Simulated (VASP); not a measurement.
# ReSb2 (P-4m2) in VASP: a series of runs, part 2 of 3

VASP 6.6.1. Earlier steps stand in the parts before.

### 3 Single point, PBE (atoms taken out)

INCAR reads:

```
SYSTEM = ReSb2
  PREC = Accurate
  ENCUT = 520
  EDIFF = 1E-6
  ISMEAR = 0
  SIGMA = 0.1
  LREAL = .FALSE.
  LASPH = .TRUE.
  NELM = 80
  ALGO = Normal
  ISIF = 2
  LWAVE = .FALSE.
  LCHARG = .TRUE.
  GGA = PE
  LELF = .TRUE.
  LVHAR = .TRUE.
  NBANDS = 16
```

KPOINTS reads:

```
Automatic mesh
0
G
  6 6 4
  0 0 0
```

POSCAR reads:

```
ReSb2
1.0
    2.9747611329      0.0000000000      0.0000000000
    0.0000000000      2.9747611329      0.0000000000
    0.0000000000      0.0000000000      8.3693471429
Re Sb
1 2
Direct
    0.0000000000      0.0000000000      0.0000000000
    0.5000000000      0.0000000000      0.2773270679
    0.0000000000      0.5000000000      0.7226729321
```

Potentials or basis: VASP PAW PBE potentials, release 64 (Re, Sb).

Command:

```sh
$ cat potpaw_PBE.64/Re/POTCAR potpaw_PBE.64/Sb/POTCAR > POTCAR
$ mpirun -np 1 vasp_std > vasp.out
```

OUTCAR:

```text
SYSTEM = ReSb2
   PREC = Accurate
   ENCUT = 520
   EDIFF = 1E-6
   ISMEAR = 0
   LREAL = .FALSE.
   LASPH = .TRUE.
   NELM = 80
   ISIF = 2
   GGA = PE

 ion  position               nearest neighbor table
   1  0.000  0.000  0.000-   2 2.76   3 2.76   3 2.76   2 2.76
   2  0.500  0.000  0.277-   1 2.76   1 2.76
   3  0.000  0.500  0.723-   1 2.76   1 2.76

  LATTYP: Found a simple tetragonal cell.
 ALAT       =     2.9747611329
 C/A-ratio  =     2.8134518265

  Lattice vectors:

 A1 = (   2.9747611329,   0.0000000000,   0.0000000000)
 A2 = (   0.0000000000,   2.9747611329,   0.0000000000)
 A3 = (   0.0000000000,   0.0000000000,   8.3693471429)

Analysis of symmetry for initial positions (statically):
=====================================================================
 Subroutine PRICEL returns:
 Original cell was already a primitive cell.

 Routine SETGRP: Setting up the symmetry group for a
 simple tetragonal supercell.

 Subroutine GETGRP returns: Found  8 space group operations
 (whereof  8 operations were pure point group operations)
 out of a pool of 16 trial point group operations.
[... 160 lines left out ...]
  ext. energy  EPLUGINS =         0.00000000
  ---------------------------------------------------
  free energy    TOTEN  =       -18.46385275 eV

  energy without entropy =      -18.44799524  energy(sigma->0) =      -18.45592400

 E-fermi :   7.2709     XC(G=0): -10.4789

 val. band max:        7.2699295829   @ k =   0.1667   0.0000   0.2500
 cond. band min:       7.2729435685   @ k =   0.1667   0.0000   0.0000
 fundamental gap:      0.0030139856
 Fermi energy:         7.2709450090

 k-point     1 :       0.0000    0.0000    0.0000
  band No.  band energies     occupation
      1      -5.3379      2.00000
      2      -4.5397      2.00000
      3       0.7584      2.00000
      4       3.8635      2.00000
      5       4.0814      2.00000
      6       5.3672      2.00000
[... 433 lines left out ...]
      3       1.1808      2.00000
      4       1.5702      2.00000
      5       3.9320      2.00000
      6       4.1487      2.00000
[... 8 lines left out ...]
     15      14.9996      0.00000
     16      15.3065      0.00000

 [... further k-points ...]
[... 5 lines left out ...]
  --------------------------------------------------------------------------------------
  -------------------------------------------------------------------------------------
  Total        0.0506146      0.0506146      0.0172764      0.0000000      0.0000000      0.0000000
  in kB        1.0949408      1.0949408      0.3737382      0.0000000      0.0000000      0.0000000
  external PRESSURE =       0.8545399 kB  Pullay stress =       0.0000000 kB

 VOLUME and BASIS-vectors are now :
 -----------------------------------------------------------------------------
  energy-cutoff  :      520.00
  volume of cell :       74.06
      direct lattice vectors                 reciprocal lattice vectors
     2.974761133  0.000000000  0.000000000     0.336161445  0.000000000  0.000000000
     0.000000000  2.974761133  0.000000000     0.000000000  0.336161445  0.000000000
     0.000000000  0.000000000  8.369347143     0.000000000  0.000000000  0.119483633

 POSITION                                       TOTAL-FORCE (eV/Angst)
 -----------------------------------------------------------------------------------
      0.00000      0.00000      0.00000         0.000000      0.000000      0.000000
      1.48738      0.00000      2.32105        -0.000000      0.000000     -0.048419
      0.00000      1.48738      6.04830         0.000000     -0.000000      0.048419
 -----------------------------------------------------------------------------------
    total drift:                               -0.000000     -0.000000      0.000000

  FREE ENERGIE OF THE ION-ELECTRON SYSTEM (eV)
  ---------------------------------------------------
  free  energy   TOTEN  =       -18.4638527489 eV

  energy  without entropy=      -18.4479952429  energy(sigma->0) =      -18.45592400
```

OSZICAR:

```text
N       E                     dE             d eps       ncg     rms          rms(c)
DAV:   1     0.596681485696E+02    0.59668E+02   -0.62399E+03  1440   0.937E+02
DAV:   2    -0.156225813472E+02   -0.75291E+02   -0.70194E+02  1496   0.193E+02
DAV:   3    -0.190076515738E+02   -0.33851E+01   -0.32798E+01  1568   0.433E+01
DAV:   4    -0.190491736096E+02   -0.41522E-01   -0.41338E-01  1184   0.417E+00
DAV:   5    -0.190500419247E+02   -0.86832E-03   -0.86564E-03  1512   0.703E-01    0.185E+01
DAV:   6    -0.187025105358E+02    0.34753E+00   -0.12926E+00  1616   0.270E+01    0.543E+00
DAV:   7    -0.187812520387E+02   -0.78742E-01   -0.18977E+00  1608   0.223E+01    0.570E+00
DAV:   8    -0.184655787654E+02    0.31567E+00   -0.66484E-01  1592   0.173E+01    0.699E-01
DAV:   9    -0.184640363591E+02    0.15424E-02   -0.53313E-02  1392   0.155E+00    0.415E-01
DAV:  10    -0.184640125922E+02    0.23767E-04   -0.24605E-03  1472   0.442E-01    0.744E-02
DAV:  11    -0.184638469860E+02    0.16561E-03   -0.31806E-04  1520   0.160E-01    0.300E-02
DAV:  12    -0.184638509629E+02   -0.39769E-05   -0.77146E-05  1448   0.101E-01    0.157E-02
DAV:  13    -0.184638532014E+02   -0.22385E-05   -0.36102E-06  1304   0.131E-02    0.505E-03
DAV:  14    -0.184638527489E+02    0.45252E-06   -0.43878E-07   968   0.725E-03
   1 F= -.18463853E+02 E0= -.18455924E+02  d E =-.158575E-01
```

It took 15 s on 1 thread of Intel Xeon 6975P-C (Granite Rapids), shared host; peak memory 0.2 GiB.

What came out:

```yaml
Free_energy: -18.4639 eV
Pressure: 0.1 GPa
Largest_force: 0.048 eV/Å
Band_gap_on_the_k_mesh: zero (an odd number of electrons rules out a gap without spin polarisation)
```

Forces in eV/Å, atoms in the order of the input:
```
Re   0.000  0.000  0.000
Sb   0.000  0.000 -0.048
Sb   0.000  0.000  0.048
```

Caveat: the cell differs from its parent crystal (atoms taken out); spin-orbit coupling is left out, which moves the levels of the heavy elements.

### 4 Single point, PBE (atoms taken out)

INCAR reads:

```
PREC = Accurate
ENCUT = 520
EDIFF = 1E-6
ISMEAR = 0
SIGMA = 0.1
LREAL = F
LASPH = T
NELM = 80
ALGO = Normal
ISIF = 2
LWAVE = F
LCHARG = T
GGA = PE
LELF = T
LVHAR = T
NBANDS = 16
```

KPOINTS reads:

```
Automatic mesh
0
Gamma
  4 4 4
```

POSCAR reads:

```
ReSb2
1.0
    4.5144096000      0.0000000000      0.0000000000
    0.0000000000      4.5144096000      0.0000000000
    0.0000000000      0.0000000000      6.3843392800
Re Sb
1 2
Direct
    0.0000000000      0.0000000000      0.0000000000
    0.5000000000      0.0000000000      0.2500000000
    0.0000000000      0.5000000000      0.7500000000
```

Command:

```sh
$ cat potpaw_PBE.64/Re/POTCAR potpaw_PBE.64/Sb/POTCAR > POTCAR
$ mpirun -np 1 vasp_std > vasp.out
```

Run time: 20 s. Hardware: 1 thread of Intel Xeon 6975P-C (Granite Rapids), shared host; peak memory 0.25 GiB.

Results (log left out):

```yaml
Free_energy: -16.5913 eV
Pressure: -8.7 GPa
Largest_force: 1.685 eV/Å
Band_gap_on_the_k_mesh: zero (an odd number of electrons rules out a gap without spin polarisation)
```

Forces on the atoms (eV/Å):
```
Re   0.000  0.000  0.000
Sb   0.000  0.000 -1.685
Sb   0.000  0.000  1.685
```

Stress tensor (GPa, compression positive):
```
-9.36  0.00  0.00
 0.00 -9.36  0.00
 0.00  0.00 -7.36
```

Levels at points of the mesh, in eV from the Fermi level:
| k point | band 5 | band 6 | band 7 | band 8 | band 9 | band 10 | band 11 | band 12 | band 13 | band 14 |
| --- | --- | --- | --- | --- | --- | --- | --- | --- | --- | --- |
| (0.00, 0.00, 0.00) | -1.89 | -1.41 | -0.07 | 0.00 | 0.17 | 0.17 | 2.72 | 3.62 | 3.62 | 3.71 |
| (0.50, 0.00, 0.00) | -1.81 | -1.79 | -0.89 | -0.62 | -0.03 | 1.36 | 1.42 | 2.11 | 2.40 | 5.55 |
| (0.50, 0.50, 0.00) | -1.43 | -0.68 | -0.68 | -0.09 | 0.34 | 0.37 | 0.37 | 0.96 | 1.08 | 4.47 |
| (0.00, 0.00, 0.50) | -1.96 | -1.89 | -0.07 | 0.09 | 0.48 | 0.48 | 2.33 | 3.05 | 3.05 | 5.11 |
| (0.50, 0.00, 0.50) | -1.82 | -1.65 | -0.87 | -0.56 | -0.09 | 1.95 | 2.05 | 2.49 | 2.63 | 4.18 |
| (0.50, 0.50, 0.50) | -1.86 | -0.66 | -0.51 | -0.51 | -0.06 | -0.02 | -0.02 | 0.48 | 1.84 | 6.82 |

Caveat: the cell differs from its parent crystal (atoms taken out); the cell stands under tension; spin-orbit coupling is left out, which moves the levels of the heavy elements; forces of over 1 eV/Å act on the atoms, so gaps and moduli don't describe the material at rest.

### 5 Single point, PBE, collinear spin (atoms taken out)

INCAR reads:

```
SYSTEM = ReSb2
ALGO = Normal
EDIFF = 1E-7
ENCUT = 520
GGA = PE
ISIF = 2
ISMEAR = 0
ISPIN = 2
LASPH = .TRUE.
LCHARG = .FALSE.
LMAXMIX = 4
LORBIT = 11
LREAL = .FALSE.
LWAVE = .FALSE.
MAGMOM = 1 0 0
NBANDS = 20
NELM = 150
PREC = Accurate
SIGMA = 0.1
```

KPOINTS reads:

```
k-points
0
G
  6 6 2
  0 0 0
```

POSCAR reads:

```
ReSb2
1.0
    2.9747611329      0.0000000000      0.0000000000
    0.0000000000      2.9747611329      0.0000000000
    0.0000000000      0.0000000000      8.3693471429
Re Sb
1 2
Direct
    0.0000000000      0.0000000000      0.0000000000
    0.5000000000      0.0000000000      0.2773270679
    0.0000000000      0.5000000000      0.7226729321
```

Potentials or basis: VASP PAW PBE potentials, release 64 (Re, Sb).

Command:

```sh
$ cat potpaw_PBE.64/Re/POTCAR potpaw_PBE.64/Sb/POTCAR > POTCAR
$ mpirun -np 1 vasp_std > vasp.out
```

OUTCAR:

```text
SYSTEM = ReSb2
   EDIFF = 1E-7
   ENCUT = 520
   GGA = PE
   ISIF = 2
   ISMEAR = 0
   ISPIN = 2
   LASPH = .TRUE.
   LORBIT = 11
   LREAL = .FALSE.
   NELM = 150
   PREC = Accurate

 ion  position               nearest neighbor table
   1  0.000  0.000  0.000-   2 2.76   3 2.76   3 2.76   2 2.76
   2  0.500  0.000  0.277-   1 2.76   1 2.76
   3  0.000  0.500  0.723-   1 2.76   1 2.76

  LATTYP: Found a simple tetragonal cell.
 ALAT       =     2.9747611329
 C/A-ratio  =     2.8134518265

  Lattice vectors:

 A1 = (   2.9747611329,   0.0000000000,   0.0000000000)
 A2 = (   0.0000000000,   2.9747611329,   0.0000000000)
 A3 = (   0.0000000000,   0.0000000000,   8.3693471429)

Analysis of symmetry for initial positions (statically):
=====================================================================
 Subroutine PRICEL returns:
 Original cell was already a primitive cell.

 Routine SETGRP: Setting up the symmetry group for a
 simple tetragonal supercell.

 Subroutine GETGRP returns: Found  8 space group operations
 (whereof  8 operations were pure point group operations)
 out of a pool of 16 trial point group operations.

The static configuration has the point symmetry D_2d.

Analysis of symmetry for dynamics (positions and initial velocities):
=====================================================================
 Subroutine PRICEL returns:
 Original cell was already a primitive cell.

 Routine SETGRP: Setting up the symmetry group for a
 simple tetragonal supercell.

 Subroutine GETGRP returns: Found  8 space group operations
 (whereof  8 operations were pure point group operations)
 out of a pool of 16 trial point group operations.

The dynamic configuration has the point symmetry D_2d.

Analysis of structural, dynamic, and magnetic symmetry:
=====================================================================
 Subroutine PRICEL returns:
 Original cell was already a primitive cell.

 Routine SETGRP: Setting up the symmetry group for a
 simple tetragonal supercell.

[... 146 lines left out ...]
  free energy    TOTEN  =       -18.45658679 eV

  energy without entropy =      -18.44329490  energy(sigma->0) =      -18.44994084

 E-fermi :   7.3170     XC(G=0): -10.4765

 val. band max:        7.2939749201   @ k =   0.1667   0.0000   0.0000
 cond. band min:       7.4170949717   @ k =   0.5000   0.3333   0.0000
 fundamental gap:      0.1231200517
 Fermi energy:         7.3170090557

 spin component 1

 k-point     1 :       0.0000    0.0000    0.0000
  band No.  band energies     occupation
      1      -5.3384      1.00000
      2      -4.5412      1.00000
      3       0.7666      1.00000
      4       3.8868      1.00000
      5       4.0948      1.00000
      6       5.3731      1.00000
[... 436 lines left out ...]
      6       4.1874      1.00000
[... 12 lines left out ...]
     19      14.5150      0.00000
     20      14.7663      0.00000
 Fermi energy:         7.3170090557

 spin component 2

 k-point     1 :       0.0000    0.0000    0.0000
  band No.  band energies     occupation
      1      -5.3384      1.00000
      2      -4.5412      1.00000
      3       0.7666      1.00000
      4       3.8869      1.00000
      5       4.0948      1.00000
      6       5.3731      1.00000
[... 449 lines left out ...]
     19      14.5150      0.00000
     20      14.7664      0.00000

------------------------ aborting loop because EDIFF is reached ----------------------------------------

  FORCE on cell =-STRESS in cart. coord.  units (eV):
  Direction    XX          YY          ZZ          XY          YZ          ZX
  --------------------------------------------------------------------------------------
  -------------------------------------------------------------------------------------
  Total        0.1946957      0.1946957     -0.1390009      0.0000000      0.0000000     -0.0000000
  in kB        4.2118329      4.2118329     -3.0069941      0.0000000      0.0000000     -0.0000000
  external PRESSURE =       1.8055573 kB  Pullay stress =       0.0000000 kB

 VOLUME and BASIS-vectors are now :
 -----------------------------------------------------------------------------
  energy-cutoff  :      520.00
  volume of cell :       74.06
      direct lattice vectors                 reciprocal lattice vectors
     2.974761133  0.000000000  0.000000000     0.336161445  0.000000000  0.000000000
     0.000000000  2.974761133  0.000000000     0.000000000  0.336161445  0.000000000
     0.000000000  0.000000000  8.369347143     0.000000000  0.000000000  0.119483633

 POSITION                                       TOTAL-FORCE (eV/Angst)
 -----------------------------------------------------------------------------------
      0.00000      0.00000      0.00000         0.000000     -0.000000      0.000000
      1.48738      0.00000      2.32105        -0.000000      0.000000     -0.093261
      0.00000      1.48738      6.04830         0.000000      0.000000      0.093261
 -----------------------------------------------------------------------------------
    total drift:                               -0.000000     -0.000000      0.000000

  FREE ENERGIE OF THE ION-ELECTRON SYSTEM (eV)
  ---------------------------------------------------
  free  energy   TOTEN  =       -18.4565867871 eV

  energy  without entropy=      -18.4432949016  energy(sigma->0) =      -18.44994084

 total charge

# of ion       s       p       d       tot
------------------------------------------
    1        0.525   0.385   4.772   5.681
    2        1.190   1.198   0.060   2.448
    3        1.190   1.198   0.060   2.448
--------------------------------------------------
tot          2.905   2.780   4.892  10.577

 magnetization (x)

# of ion       s       p       d       tot
------------------------------------------
    1        0.000   0.000   0.000   0.000
    2       -0.000  -0.000  -0.000  -0.000
    3       -0.000  -0.000  -0.000  -0.000
--------------------------------------------------
tot          0.000  -0.000   0.000   0.000
```

OSZICAR:

```text
N       E                     dE             d eps       ncg     rms          rms(c)
DAV:   1     0.565384558222E+02    0.56538E+02   -0.63751E+03  2520   0.770E+02
DAV:   2    -0.159871048211E+02   -0.72526E+02   -0.67185E+02  2632   0.174E+02
DAV:   3    -0.189448298861E+02   -0.29577E+01   -0.28773E+01  2488   0.377E+01
DAV:   4    -0.189714424066E+02   -0.26613E-01   -0.26482E-01  2484   0.291E+00
[... 11 lines left out ...]
DAV:  16    -0.184565858397E+02   -0.10335E-04   -0.23201E-05  2620   0.359E-02    0.845E-03
DAV:  17    -0.184565864891E+02   -0.64941E-06   -0.36575E-06  2608   0.131E-02    0.369E-03
DAV:  18    -0.184565866027E+02   -0.11368E-06   -0.19439E-07  1832   0.362E-03    0.155E-03
DAV:  19    -0.184565867622E+02   -0.15946E-06   -0.61900E-08  1240   0.297E-03    0.717E-04
DAV:  20    -0.184565867871E+02   -0.24907E-07   -0.35187E-08  1140   0.229E-03
   1 F= -.18456587E+02 E0= -.18449941E+02  d E =-.132919E-01  mag=    -0.0000
```

It took 44 s on 1 thread of Intel Xeon 6975P-C (Granite Rapids), shared host; peak memory 0.24 GiB.

Results:

- Free energy: -18.4566 eV
- Pressure: 0.2 GPa
- Largest force: 0.093 eV/Å
- Net moment: 0.00 μB per cell
- Valence electrons inside the program's atomic spheres: Re 5.68; Sb 2.45

Forces in eV/Å, atoms in the order of the input:
```
Re   0.000  0.000  0.000
Sb   0.000  0.000 -0.093
Sb   0.000  0.000  0.093
```

Caveat: the k points lie up to 0.38 Å⁻¹ apart; the cell differs from its parent crystal (atoms taken out); spin-orbit coupling is left out, which moves the levels of the heavy elements.

(Continued in part 3 of 3.)

The gap in the log of VASP goes by the Fermi energy; the results here count the filled bands.